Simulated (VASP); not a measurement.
# Ba in VASP: single point with PBE

Aim: the single point of Ba with PBE.

All numbers are computed with VASP 6.6.1; they aren't measurements. Logs are shortened: lines on timing, memory, paths and dates and some standing lists are left out, and cuts for length are marked.

## 1. The cell of the first run

The cell holds a sheet with vacuum, 3 atoms: a = 8.504 Å, b = 8.504 Å, c = 23.800 Å, α = 90.00°, β = 90.00°, γ = 120.00°.

## 2. Single point, PBE

Input file POSCAR:

```
Ba
1.0
    8.5039465381      0.0000000000      0.0000000000
   -4.2519732691      7.3646337344      0.0000000000
    0.0000000000      0.0000000000     23.8000000000
Ba
3
Direct
    0.0000000000      0.5000000000      0.2941176471
    0.5000000000      0.0000000000      0.2941176471
    0.5000000000      0.5000000000      0.2941176471
```

Input file INCAR.step1:

```
SYSTEM = Ba
ALGO = Normal ; DIPOL = 0.5 0.5 0.294
EDIFF = 1E-6 ; ENCUT = 400
GGA = PE ; GGA_COMPAT = .False.
IDIPOL = 3 ; ISIF = 2
ISMEAR = 0 ; LASPH = .True.
LCHARG = .True. ; LDIPOL = .True.
LORBIT = 11 ; LREAL = .False.
LWAVE = .False. ; NBANDS = 22
NEDOS = 2001 ; NELM = 120
NELMDL = -8 ; PREC = Accurate
SIGMA = 0.1
```

Input file KPOINTS.step1:

```
k-points
0
Gamma
  6 6 1
  0 0 0
```

Input file INCAR.step2:

```
SYSTEM = Ba
ALGO = Normal ; DIPOL = 0.5 0.5 0.294
EDIFF = 1E-6 ; ENCUT = 400
GGA = PE ; GGA_COMPAT = .False.
ICHARG = 11 ; IDIPOL = 3
ISIF = 2 ; ISMEAR = -5
LASPH = .True. ; LCHARG = .False.
LDIPOL = .True. ; LORBIT = 11
LREAL = .False. ; LWAVE = .False.
NEDOS = 2001 ; NELM = 120
NELMDL = -8 ; PREC = Accurate
SIGMA = 0.1
```

Input file KPOINTS.step2:

```
k-points
0
Gamma
  9 9 1
  0 0 0
```

Potentials or basis: VASP PAW PBE potentials, release 64 (Ba_sv).

Launch:

```sh
> cat potpaw_PBE.64/Ba_sv/POTCAR > POTCAR
> cp INCAR.step1 INCAR
> cp KPOINTS.step1 KPOINTS
> mpirun -np 1 vasp_std > vasp.out
> cp INCAR.step2 INCAR
> cp KPOINTS.step2 KPOINTS
> mpirun -np 1 vasp_std > vasp.out
```

OUTCAR:

```text
SYSTEM = Ba
   EDIFF = 1E-6
   ENCUT = 400
   GGA = PE
   ICHARG = 11
   ISIF = 2
   ISMEAR = -5
   LASPH = .True.
   LORBIT = 11
   LREAL = .False.
   NELM = 120
   NELMDL = -8
   PREC = Accurate

 ion  position               nearest neighbor table
   1  0.000  0.500  0.294-   2 4.25   2 4.25   3 4.25   3 4.25
   2  0.500  0.000  0.294-   1 4.25   1 4.25   3 4.25   3 4.25
   3  0.500  0.500  0.294-   1 4.25   1 4.25   2 4.25   2 4.25

  LATTYP: Found a hexagonal cell.
 ALAT       =     8.5039465381
 C/A-ratio  =     2.7987005672

  Lattice vectors:

 A1 = (   8.5039465381,   0.0000000000,   0.0000000000)
 A2 = (  -4.2519732691,   7.3646337344,   0.0000000000)
 A3 = (   0.0000000000,   0.0000000000,  23.8000000000)

Analysis of symmetry for initial positions (statically):
=====================================================================
 Subroutine PRICEL returns:
 Original cell was already a primitive cell.

 Routine SETGRP: Setting up the symmetry group for a
 hexagonal supercell.

 Subroutine GETGRP returns: Found 24 space group operations
 (whereof 12 operations were pure point group operations)
 out of a pool of 24 trial point group operations.

The static configuration has the point symmetry C_6v.
 The point group associated with its full space group is D_6h.

Analysis of symmetry for dynamics (positions and initial velocities):
=====================================================================
 Subroutine PRICEL returns:
 Original cell was already a primitive cell.

 Routine SETGRP: Setting up the symmetry group for a
 hexagonal supercell.

 Subroutine GETGRP returns: Found 24 space group operations
 (whereof 12 operations were pure point group operations)
 out of a pool of 24 trial point group operations.

The dynamic configuration has the point symmetry C_6v.
 The point group associated with its full space group is D_6h.

 Subroutine INISYM returns: Found 24 space group operations
 (whereof 12 operations are pure point group operations),
 and found     1 'primitive' translations

----------------------------------------------------------------------------------------

                                     Primitive cell

  volume of cell :    1490.5571

  direct lattice vectors                    reciprocal lattice vectors
     8.503946538  0.000000000  0.000000000     0.117592461  0.067892039  0.000000000
[... 88 lines left out ...]
   NELECT =      30.0000    total number of electrons
   NUPDOWN=      -1.0000    fix difference up-down
   EMIN   =  10.00;   EMAX   =-10.00  energy-range for DOS
   EFERMI =   0.00;   METHOD = LEGACY
   ISMEAR =    -5;   SIGMA  =   0.10  broadening in eV -4-tet -1-fermi 0-gaus
   EFERMI_NEDOS =   21; number of points for ismear=-14 and -15
   IALGO  =     38    algorithm
   IMIX   =      4    mixing-type and parameters
     AMIX     =   0.40;   BMIX     =  1.00
     AMIX_MAG =   1.60;   BMIX_MAG =  1.00
  volume/ion in A,a.u.               =     496.85      3352.93
  Fermi-wavevector in a.u.,A,eV,Ry     =   0.445313  0.841520  2.698089  0.198304
  Thomas-Fermi vector in A             =   1.422941
   LORBIT       =     11    0 simple, 1 ext, 2 COOP (PROOUT), +10 PAW based schemes
   GGA     = PE    functional components
   LHFCALC =     F    Hartree Fock is set to
   AEXX    =    0.0000 exact exchange contribution
   IVDW    =     0    specifies the selected vdW correction
   LEPSILON=     F    determine dielectric tensor
   LRPA    =     F    only Hartree local field effects (RPA)
 non-spin polarized calculation
 Fermi weights with tetrahedron method with Bloechl corrections
  energy-cutoff  :      400.00
  volume of cell :     1490.56
 maximum number of plane-waves:     27111
 NGX is ok and might be reduce to    56

 number of electron      30.0000001 magnetization

 dipolmoment           0.000000      0.000000     -0.000252 electrons x Angstroem

 Free energy of the ion-electron system (eV)
  ---------------------------------------------------
  ext. energy  EPLUGINS =         0.00000000
  ---------------------------------------------------
  free energy    TOTEN  =        -2.41738952 eV

  energy without entropy =       -2.41738952  energy(sigma->0) =       -2.41738952

 E-fermi :  -1.8063     XC(G=0):  -1.6513

 val. band max:       -1.8225928297   @ k =   0.3333   0.2222   0.0000
 cond. band min:      -1.8023873435   @ k =   0.2222   0.1111   0.0000
 fundamental gap:      0.0202054862
 Fermi energy:        -1.8062534784

 k-point     1 :       0.0000    0.0000    0.0000
  band No.  band energies     occupation
      1     -31.5239      2.00000
      2     -31.4885      2.00000
      3     -31.4885      2.00000
      4     -16.8275      2.00000
      5     -16.8160      2.00000
      6     -16.7686      2.00000
[... 241 lines left out ...]
      6     -16.7686      2.00000
[... 11 lines left out ...]
     18      -1.2984      0.00000
     19      -1.1479      0.00000

------------------------ aborting loop because EDIFF is reached ----------------------------------------

 vacuum level on the upper side and lower side of the slab       (xc-potential included)        -0.061        -0.060

  FORCE on cell =-STRESS in cart. coord.  units (eV):
  Direction    XX          YY          ZZ          XY          YZ          ZX
  --------------------------------------------------------------------------------------
  -------------------------------------------------------------------------------------
  Total       -0.2369071     -0.2369071     -0.1580453      0.0000000      0.0000000      0.0000000
  in kB       -0.2546479     -0.2546479     -0.1698806      0.0000000      0.0000000      0.0000000
  external PRESSURE =      -0.2263921 kB  Pullay stress =       0.0000000 kB

 VOLUME and BASIS-vectors are now :
 -----------------------------------------------------------------------------
  energy-cutoff  :      400.00
  volume of cell :     1490.56
      direct lattice vectors                 reciprocal lattice vectors
     8.503946538  0.000000000  0.000000000     0.117592461  0.067892039  0.000000000
    -4.251973269  7.364633734  0.000000000     0.000000000  0.135784078  0.000000000
     0.000000000  0.000000000 23.800000000     0.000000000  0.000000000  0.042016807

 POSITION                                       TOTAL-FORCE (eV/Angst)
 -----------------------------------------------------------------------------------
     -2.12599      3.68232      7.00000        -0.000000     -0.000000      0.000000
      4.25197      0.00000      7.00000         0.000000      0.000000     -0.000000
      2.12599      3.68232      7.00000        -0.000000      0.000000     -0.000000
 -----------------------------------------------------------------------------------
    total drift:                                0.000000      0.000000     -0.011612

  FREE ENERGIE OF THE ION-ELECTRON SYSTEM (eV)
  ---------------------------------------------------
  free  energy   TOTEN  =        -2.4173895172 eV

  energy  without entropy=       -2.4173895172  energy(sigma->0) =       -2.41738952

 vacuum level on the upper side and lower side of the slab         0.567         0.568

 total charge

# of ion       s       p       d       tot
------------------------------------------
    1        2.080   5.544   0.255   7.879
    2        2.080   5.544   0.255   7.879
    3        2.080   5.544   0.255   7.879
--------------------------------------------------
tot          6.239  16.633   0.765  23.637
```

OSZICAR.step1:

```text
N       E                     dE             d eps       ncg     rms          rms(c)
DAV:   1     0.264566726160E+03    0.26457E+03   -0.79891E+03   396   0.665E+02
DAV:   2     0.461900413116E+02   -0.21838E+03   -0.21579E+03   480   0.155E+02
DAV:   3    -0.490700287730E+00   -0.46681E+02   -0.46154E+02   398   0.805E+01
[... 17 lines left out ...]
DAV:  21    -0.244493691482E+01   -0.60352E-04   -0.32330E-06   288   0.403E-03    0.121E-03
DAV:  22    -0.244495235317E+01   -0.15438E-04   -0.67499E-07   318   0.138E-03    0.365E-04
DAV:  23    -0.244495630107E+01   -0.39479E-05   -0.10389E-07   246   0.806E-04    0.116E-04
DAV:  24    -0.244495742950E+01   -0.11284E-05   -0.76215E-08   256   0.423E-04    0.323E-05
DAV:  25    -0.244495757044E+01   -0.14094E-06   -0.22705E-08   232   0.263E-04
   1 F= -.24449576E+01 E0= -.24131152E+01  d E =-.636848E-01
```

It took 6.2 min on 1 thread of Intel Xeon 6975P-C (Granite Rapids), shared host; peak memory 0.93 GiB.

What came out:

```yaml
Valence_electrons_inside_the_program's_atomic_spheres: Ba 7.88
```

Levels at points of the mesh, in eV from the Fermi level:
| k point | band 11 | band 12 | band 13 | band 14 | band 15 | band 16 | band 17 | band 18 | band 19 |
| --- | --- | --- | --- | --- | --- | --- | --- | --- | --- |
| (0.00, 0.00, 0.00) | -14.55 | -14.55 | -1.93 | -0.34 | -0.15 | -0.12 | -0.12 | 0.47 | 0.49 |

Caveat: spin-orbit coupling is left out, which moves the levels of the heavy elements; tetrahedron occupations give inexact forces and stress in metals.
